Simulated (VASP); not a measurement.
Here is a VASP 6.6.1 calculation.

The input INCAR:

```
  PREC = Accurate
  ENCUT = 520
  EDIFF = 1E-6
  ISMEAR = 0
  SIGMA = 0.01
  LREAL = F
  LASPH = T
  NELM = 80
  ALGO = Normal
  ISIF = 2
  LWAVE = F
  LCHARG = F
  NBANDS = 31
```

KPOINTS

```
regular mesh
0
Gamma
  4 4 6
```

Contents of POSCAR:

```
HfO2
1.0
    4.8135330000      0.0000000000      0.0000000000
    0.0000000000      4.8135330000      0.0000000000
    0.0000000000      0.0000000000      3.2054150000
Hf O
2 4
Direct
    0.0000000000      0.0000000000      0.0000000000
    0.5000000000      0.5000000000      0.5000000000
    0.1949550000      0.8050450000      0.5000000000
    0.3050450000      0.3050450000      0.0000000000
    0.6949550000      0.6949550000      0.0000000000
    0.8050450000      0.1949550000      0.5000000000
```

Potentials or basis: VASP PAW LDA potentials, release 64 (Hf_pv, O).

Launch:

```sh
$ cat potpaw_LDA.64/Hf_pv/POTCAR potpaw_LDA.64/O/POTCAR > POTCAR
$ mpirun -np 1 vasp_std > vasp.out
```

Problem. Estimate the pressure.

Solution. -6.0 GPa.

Problem. What does it give for the band gap on the k mesh?

Solution. 3.77 eV, direct.

Problem. Estimate the largest force.

Solution. 0.078 eV/Å.

Stress tensor (GPa, compression positive):
```
-5.41  0.00  0.00
 0.00 -5.41  0.00
 0.00  0.00 -7.10
```

Caveat: spin-orbit coupling is left out, which moves the levels of the heavy elements. A k mesh can miss the band edges.
